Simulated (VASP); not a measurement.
Write the native input for VASP 6.6.1 that does the following.

- Task: single point
- Functional: r2SCAN
- Potentials or basis: VASP PAW PBE potentials, release 64 (C)
- Cutoff: 520 eV
- k mesh: 12 × 12 × 3
- Occupations: fermi-dirac, width 0.05 eV
- Spin: no spin polarisation
- Dipole correction: no
- Further INCAR settings: ALGO = Normal; EDIFF = 1e-06; NBANDS = 11

The system is C, a slab with vacuum.

```
C
1.0
     2.50434    0.00000    0.00000
    -1.25217    2.16882    0.00000
     0.00000    0.00000    8.69098
C
2
Direct
  0.66667 0.33333 0.00000
  0.33333 0.66667 0.00000
```

One way to write it, as run:

POSCAR

```
C
1.0
    2.5043425914      0.0000000000      0.0000000000
   -1.2521712957      2.1688243040      0.0000000000
    0.0000000000      0.0000000000      8.6909792017
C
2
Direct
    0.6666666667      0.3333333333      0.0000000000
    0.3333333333      0.6666666667      0.0000000000
```

INCAR.step1

```
PREC     = Accurate       # precision mode
ENCUT    = 520            # plane-wave cutoff, eV
ISMEAR   = -1             # smearing method
SIGMA    = 0.05           # smearing width, eV
LREAL    = False          # projectors in reciprocal space
LASPH    = True           # aspherical terms in the spheres
NELM     = 80             # most SCF steps
NBANDS   = 11             # bands
GGA      = PE             # functional
ALGO     = Normal         # electronic algorithm
EDIFF    = 1E-4           # SCF threshold, eV
LWAVE    = True           # write WAVECAR
LCHARG   = False          # write CHGCAR
```

INCAR.step2

```
PREC     = Accurate       # precision mode
ENCUT    = 520            # plane-wave cutoff, eV
EDIFF    = 1E-6           # SCF threshold, eV
ISMEAR   = -1             # smearing method
SIGMA    = 0.05           # smearing width, eV
LREAL    = False          # projectors in reciprocal space
LASPH    = True           # aspherical terms in the spheres
NELM     = 80             # most SCF steps
ALGO     = Normal         # electronic algorithm
ISIF     = 2              # what is computed and relaxed
LWAVE    = False          # write WAVECAR
LCHARG   = False          # write CHGCAR
METAGGA  = R2SCAN         # meta-GGA
LMIXTAU  = True         
NBANDS   = 11             # bands
ISTART   = 1
```

KPOINTS

```
regular mesh
0
Gamma
  12 12 3
```

Potentials or basis: VASP PAW PBE potentials, release 64 (C).

Command:

```console
$ cat potpaw_PBE.64/C/POTCAR > POTCAR
$ cp INCAR.step1 INCAR
$ mpirun -np 1 vasp_std > vasp.out
$ cp INCAR.step2 INCAR
$ mpirun -np 1 vasp_std > vasp.out
```

It gave:

- Band gap on the k mesh: zero (filled and empty bands touch)

It took 3.5 min on 1 thread of AMD EPYC 7R13, on a shared host, peak memory 0.14 GiB.
